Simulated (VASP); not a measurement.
A run of VASP 6.6.1:

The input INCAR:

```
PREC = Accurate
ENCUT = 520
EDIFF = 1E-7
ISMEAR = -1
SIGMA = 0.05
LREAL = False
LASPH = True
NELM = 150
ALGO = Normal
ISIF = 2
LWAVE = False
LCHARG = False
ISPIN = 2
MAGMOM = 0 0 4 4
LORBIT = 11
NUPDOWN = 8.0
LMAXMIX = 4
GGA = PS
NBANDS = 30
```

The input KPOINTS:

```
Automatic mesh
0
Gamma
  6 6 4
```

The input POSCAR:

```
MnSb
1.0
    4.1500000000      0.0000000000      0.0000000000
   -2.0750000000      3.5940054257      0.0000000000
    0.0000000000      0.0000000000      5.7800000000
Sb Mn
2 2
Direct
    0.6666666667      0.3333333333      0.7500000000
    0.3333333333      0.6666666667      0.2500000000
    0.0000000000      0.0000000000      0.5000000000
    0.0000000000      0.0000000000      0.0000000000
```

Potentials or basis: VASP PAW PBE potentials, release 64 (Sb, Mn_pv).

Run with:

```console
$ cat potpaw_PBE.64/Sb/POTCAR potpaw_PBE.64/Mn_pv/POTCAR > POTCAR
$ mpirun -np 1 vasp_std > vasp.out
```

Hardware: 1 thread of Intel(R) Xeon(R) 6975P-C (Granite Rapids) (shared host).

Problem. How long does it take, and how much memory?

Solution. Run time: 61 s on 1 thread of Intel(R) Xeon(R) 6975P-C (Granite Rapids), on a shared host, peak memory 0.29 GiB. Counts: scf iterations 17, k points 21.
